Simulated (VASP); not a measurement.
# ZnO (Fm-3m) in VASP: notebook

The runs below take ZnO through single point, with PBE-based global hybrid with 5 % exact exchange, PBE-based screened hybrid with 100 % exact exchange.

All numbers are computed with VASP 6.6.1; they aren't measurements. Logs are shortened: lines on timing, memory, paths and dates and some standing lists are left out, and cuts for length are marked.

## 1. The cell of the first run

It takes space group Fm-3m (No. 225, cubic). The conventional cell has a = 4.268 Å, b = 4.268 Å, c = 4.268 Å, α = 90.00°, β = 90.00°, γ = 90.00°. Within 2.8 Å of Zn (site symmetry m-3m) lie 6 O at 2.13 Å. O (site symmetry m-3m) has 6 Zn at 2.13 Å within 2.8 Å.

## 2. Single point, PBE-based global hybrid with 5 % exact exchange

File POSCAR:

```
ZnO
1.0
    0.0000000000      2.1337703963      2.1337703963
    2.1337703963      0.0000000000      2.1337703963
    2.1337703963      2.1337703963      0.0000000000
Zn O
1 1
Direct
    0.0000000000      0.0000000000      0.0000000000
    0.5000000000      0.5000000000      0.5000000000
```

File INCAR.step1:

```
  ALGO = Normal
  EDIFF = 1E-5
  ENCUT = 1000
  GGA = PE
  GGA_COMPAT = False
  ISIF = 2
  ISMEAR = 0
  LASPH = True
  LREAL = False
  LWAVE = True
  NBANDS = 16
  NELM = 120
  PREC = Accurate
  SIGMA = 0.01
```

File INCAR.step2:

```
  AEXX = 0.05
  ALGO = Normal
  EDIFF = 1E-6
  ENCUT = 1000
  GGA = PE
  GGA_COMPAT = False
  ISIF = 2
  ISMEAR = 0
  ISTART = 1
  LASPH = True
  LCHARG = True
  LELF = True
  LHFCALC = True
  LREAL = False
  LVHAR = True
  LWAVE = False
  NBANDS = 16
  NELM = 120
  PREC = Accurate
  PRECFOCK = Normal
  SIGMA = 0.01
```

File KPOINTS:

```
k-points
0
Gamma
  4 4 4
```

Potentials or basis: VASP PAW PBE potentials, release 64 (Zn, O_h).

Run with:

```bash
$ cat potpaw_PBE.64/Zn/POTCAR potpaw_PBE.64/O_h/POTCAR > POTCAR
$ cp INCAR.step1 INCAR
$ mpirun -np 1 vasp_std > vasp.out
$ cp INCAR.step2 INCAR
$ mpirun -np 1 vasp_std > vasp.out
```

OUTCAR:

```text
AEXX = 0.05
   EDIFF = 1E-6
   ENCUT = 1000
   GGA = PE
   ISIF = 2
   ISMEAR = 0
   ISTART = 1
   LASPH = True
   LHFCALC = True
   LREAL = False
   NELM = 120
   PREC = Accurate
   PRECFOCK = Normal

 ion  position               nearest neighbor table
   1  0.000  0.000  0.000-   2 2.13   2 2.13   2 2.13   2 2.13   2 2.13   2 2.13
   2  0.500  0.500  0.500-   1 2.13   1 2.13   1 2.13   1 2.13   1 2.13   1 2.13

  LATTYP: Found a face centered cubic cell.
 ALAT       =     4.2675407926

  Lattice vectors:

 A1 = (   0.0000000000,   2.1337703963,   2.1337703963)
 A2 = (   2.1337703963,   0.0000000000,   2.1337703963)
 A3 = (   2.1337703963,   2.1337703963,   0.0000000000)

Analysis of symmetry for initial positions (statically):
=====================================================================
 Subroutine PRICEL returns:
 Original cell was already a primitive cell.

 Routine SETGRP: Setting up the symmetry group for a
 face centered cubic supercell.

 Subroutine GETGRP returns: Found 48 space group operations
 (whereof 48 operations were pure point group operations)
 out of a pool of 48 trial point group operations.

The static configuration has the point symmetry O_h .

Analysis of symmetry for dynamics (positions and initial velocities):
=====================================================================
 Subroutine PRICEL returns:
 Original cell was already a primitive cell.

 Routine SETGRP: Setting up the symmetry group for a
 face centered cubic supercell.

 Subroutine GETGRP returns: Found 48 space group operations
 (whereof 48 operations were pure point group operations)
 out of a pool of 48 trial point group operations.

The dynamic configuration has the point symmetry O_h .

 Subroutine INISYM returns: Found 48 space group operations
 (whereof 48 operations are pure point group operations),
 and found     1 'primitive' translations

----------------------------------------------------------------------------------------

                                     Primitive cell
[... 73 lines left out ...]
   NELM   =    120;   NELMIN=  2; NELMDL=  0     # of ELM steps
   EDIFF  = 0.1E-05   stopping-criterion for ELM
   LREAL  =      F    real-space projection
   EDIFFG = 0.1E-04   stopping-criterion for IOM
   NSW    =      0    number of steps for IOM
   IBRION =     -1    ionic relax: 0-MD 1-quasi-New 2-CG
   NFREE  =      0    steps in history (QN), initial steepest desc. (CG)
   ISIF   =      2    stress and relaxation
   ISYM   =      3    0-nonsym 1-usesym 2-fastsym
   POTIM  = 0.5000    time-step for ionic-motion
   TEBEG  =    0.0;   TEEND  =   0.0 temperature during run
   PSTRESS=    0.0 pullay stress
   NELECT =      18.0000    total number of electrons
   NUPDOWN=      -1.0000    fix difference up-down
   EMIN   =  10.00;   EMAX   =-10.00  energy-range for DOS
   EFERMI =   0.00;   METHOD = LEGACY
   ISMEAR =     0;   SIGMA  =   0.01  broadening in eV -4-tet -1-fermi 0-gaus
   EFERMI_NEDOS =   21; number of points for ismear=-14 and -15
   IALGO  =     38    algorithm
   IMIX   =      1    mixing-type and parameters
     AMIX     =   0.40;   BMIX     =  1.00
     AMIX_MAG =   1.60;   BMIX_MAG =  1.00
  volume/ion in A,a.u.               =       9.72        65.56
  Fermi-wavevector in a.u.,A,eV,Ry     =   1.595908  3.015830 34.653003  2.546924
  Thomas-Fermi vector in A             =   2.693754
   LORBIT       =      0    0 simple, 1 ext, 2 COOP (PROOUT), +10 PAW based schemes
   GGA     = PE    functional components
   LHFCALC =     T    Hartree Fock is set to
   PRECFOCK=normal    Normal, Fast or Accurate (Low or Medium for compatibility)
   ENCUT4O =  -1.0   cutoff for four orbital integrals eV
   NKREDX  =     1    reduce k-point grid by
   NKREDY  =     1    reduce k-point grid by
   NKREDZ  =     1    reduce k-point grid by
   AEXX    =    0.0500 exact exchange contribution
   HFSCREEN=    0.0000 screening length (either q_TF or 0.3 A-1)
   HFSCREENC=   0.0000 screening length for correlation (either q_TF or 0.3 A-1)
   ENCUTFOCK=  -1.0 apply spherical cutoff to Coloumb kernel
   IVDW    =     0    specifies the selected vdW correction
   LEPSILON=     F    determine dielectric tensor
   LRPA    =     F    only Hartree local field effects (RPA)
 non-spin polarized calculation
 Gauss-broadening in eV      SIGMA  =   0.01
  energy-cutoff  :     1000.00
  volume of cell :       19.43
 maximum number of plane-waves:      1411
  NGX = 24; NGY = 24; NGZ = 24

 number of electron      17.9999997 magnetization

 Free energy of the ion-electron system (eV)
  ---------------------------------------------------
  ext. energy  EPLUGINS =         0.00000000
  ---------------------------------------------------
  free energy    TOTEN  =        -9.18561437 eV

  energy without entropy =       -9.18561437  energy(sigma->0) =       -9.18561437

 E-fermi :   2.9849     XC(G=0): -11.8024

 val. band max:        2.9039693947   @ k =   0.5000   0.0000   0.0000
 cond. band min:       4.3120432282   @ k =   0.0000   0.0000   0.0000
 fundamental gap:      1.4080738335
 Fermi energy:         2.9849312526

 k-point     1 :       0.0000    0.0000    0.0000
  band No.  band energies     occupation
      1     -16.0591      2.00000
      2      -2.2133      2.00000
      3      -2.2133      2.00000
      4      -2.2133      2.00000
      5      -2.0119      2.00000
      6      -2.0119      2.00000
[... 129 lines left out ...]
      3      -2.8825      2.00000
      4      -2.8825      2.00000
      5      -1.6655      2.00000
      6      -1.4634      2.00000
[... 8 lines left out ...]
     15      24.6985      0.00000
     16      32.3777      0.00000

------------------------ aborting loop because EDIFF is reached ----------------------------------------

  FORCE on cell =-STRESS in cart. coord.  units (eV):
  Direction    XX          YY          ZZ          XY          YZ          ZX
  --------------------------------------------------------------------------------------
  -------------------------------------------------------------------------------------
  Total        0.9265680      0.9265680      0.9265680     -0.0000000      0.0000000     -0.0000000
  in kB       76.4037765     76.4037765     76.4037765     -0.0000000      0.0000000     -0.0000000
  external PRESSURE =      76.4037765 kB  Pullay stress =       0.0000000 kB

 VOLUME and BASIS-vectors are now :
 -----------------------------------------------------------------------------
  energy-cutoff  :     1000.00
  volume of cell :       19.43
      direct lattice vectors                 reciprocal lattice vectors
     0.000000000  2.133770396  2.133770396    -0.234326993  0.234326993  0.234326993
     2.133770396  0.000000000  2.133770396     0.234326993 -0.234326993  0.234326993
     2.133770396  2.133770396  0.000000000     0.234326993  0.234326993 -0.234326993

 POSITION                                       TOTAL-FORCE (eV/Angst)
 -----------------------------------------------------------------------------------
      0.00000      0.00000      0.00000         0.000000      0.000000      0.000000
      2.13377      2.13377      2.13377         0.000000      0.000000      0.000000
 -----------------------------------------------------------------------------------
    total drift:                                0.000000      0.000000      0.000001

  FREE ENERGIE OF THE ION-ELECTRON SYSTEM (eV)
  ---------------------------------------------------
  free  energy   TOTEN  =        -9.1856143708 eV

  energy  without entropy=       -9.1856143708  energy(sigma->0) =       -9.18561437
```

OUTCAR.step1:

```text
EDIFF = 1E-5
   ENCUT = 1000
   GGA = PE
   ISIF = 2
   ISMEAR = 0
[... 354 lines left out ...]
 -----------------------------------------------------------------------------------
      0.00000      0.00000      0.00000         0.000000      0.000000     -0.000000
      2.13377      2.13377      2.13377         0.000000      0.000000      0.000000
 -----------------------------------------------------------------------------------
    total drift:                                0.000000     -0.000000     -0.000000

  FREE ENERGIE OF THE ION-ELECTRON SYSTEM (eV)
  ---------------------------------------------------
  free  energy   TOTEN  =        -8.5771085178 eV

  energy  without entropy=       -8.5771085178  energy(sigma->0) =       -8.57710852
```

It took 5.7 min on 1 thread of Intel Xeon Platinum 8259CL at 2.50GHz (Skylake/Cascade Lake), shared host; peak memory 0.18 GiB.

Results:

```
Free energy            : -9.1856 eV
Pressure               : 7.6 GPa
Band gap on the k mesh : 1.41 eV (least direct gap 2.77 eV)
```

Caveat: the k points lie up to 0.64 Å⁻¹ apart; the structure was generated, so it needn't be the stable form of ZnO; the PAW data sets were made with another functional, which shifts forces and pressure a little. A k mesh can miss the band edges.

[end of part 1 of 2]
